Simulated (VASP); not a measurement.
Runs of VASP 6.6.1 on KTaO3. The structure is that of space group Pm-3m (No. 221), or close to it. The cells are those of the table. 

```tsv
cell	gap on the mesh (eV)	pressure (GPa)
atoms relaxed from a = 3.990 Å, 5 atoms	2.60	1.0
atoms relaxed from a = 4.042 Å, 5 atoms	2.49	-6.7
atoms relaxed from a = 4.016 Å, 5 atoms	2.55	-3.1
atoms relaxed from a = 4.068 Å, 5 atoms	(a)	-10.0
```

Alike in all rows: task relaxation of the atoms; level r2SCAN; potentials or basis VASP PAW PBE potentials, release 64 (K_sv, Ta_pv, O); no spin polarisation; k mesh 8 × 8 × 8; cutoff (eV) 520; smearing fermi-dirac 0.02 eV.

**Question.** Fill in the values left out.

**Answer.** (a) 2.44.

Caveats: the relaxation stopped at its first step, so nothing moved; the PAW data sets were made with another functional, which shifts forces and pressure a little; spin-orbit coupling is left out, which moves the levels of the heavy elements.

A k mesh can miss the band edges, and the runs leave out spin-orbit coupling on Ta.
